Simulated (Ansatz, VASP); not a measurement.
## Two plane-wave programs on C

POSCAR

```
C
1.0
    0.0000000000      2.1267565396      3.5617636613
    1.2279212041      0.0000000000      3.5617636613
    1.2279212041      2.1267565396      0.0000000000
C
2
Direct
    0.1283283881      0.8435956334      0.2715757275
    0.8332960723      0.1667039277      0.8332960723
```

INCAR.step1

```
PREC = Accurate ; ENCUT = 520
ISMEAR = 0 ; SIGMA = 0.05
LREAL = False ; LASPH = True
NELM = 60 ; NBANDS = 11
GGA = PE ; ALGO = Normal
EDIFF = 1E-4 ; LWAVE = True
LCHARG = False
```

INCAR.step2

```
PREC = Accurate ; ENCUT = 520
EDIFF = 1E-6 ; ISMEAR = 0
SIGMA = 0.05 ; LREAL = False
LASPH = True ; NELM = 60
ALGO = Normal ; ISIF = 2
LWAVE = False ; LCHARG = False
METAGGA = R2SCAN ; LMIXTAU = True
NBANDS = 11 ; ISTART = 1
```

File KPOINTS:

```
regular mesh
0
Gamma
  14 14 14
```

Input for Ansatz:

```yaml
crystal:
  lattice:
    - [0.0, 2.1267565396, 3.5617636613]
    - [1.2279212041, 0.0, 3.5617636613]
    - [1.2279212041, 2.1267565396, 0.0]
  atoms:
    - { symbol: C, position: [0.1283283881, 0.8435956334, 0.2715757275] }
    - { symbol: C, position: [0.8332960723, 0.1667039277, 0.8332960723] }
basis:
  ecutwfc: 500
kpoints:
  mp_grid: { grid: [14, 14, 14] }
hamiltonian:
  xc: r2scan
scf:
  occupations: { method: gaussian, width: 0.05 }
output:
  forces: true
  stress: true
  eigenvalues: true
```

Alike in both runs: task single point; functional r2SCAN; k mesh 14 × 14 × 14; occupations gaussian, width 0.05 eV; no spin polarisation.

|  | VASP | Ansatz |
| --- | --- | --- |
| version | VASP 6.6.1 | Ansatz 0.2.0 |
| potentials or method | VASP PAW PBE potentials, release 64 (C), cutoff 520 eV | scalar-relativistic, plane waves, PAW |
| valence electrons in the cell | 8 | 8 |

Ansatz gave:

| Item | Value |
| --- | --- |
| gap on the k mesh at the Fermi level (eV) | none |
| pressure (GPa) | 19.7 |
| traceless stress, the component that is largest in VASP (GPa) | 27.75 |
| rms of the force components (eV/Å) | 7.480 |

Estimate VASP's values.

gap on the k mesh at the Fermi level (eV): none; pressure (GPa): 20.3; traceless stress, the component that is largest in VASP (GPa): 28.57; rms of the force components (eV/Å): 7.539.

VASP's potentials were made for PBE, not for r2SCAN. Atom by atom the forces differ by 0.063 eV/Å (rms over components). A gap of «none» marks a metal or a gap that the smearing closes.
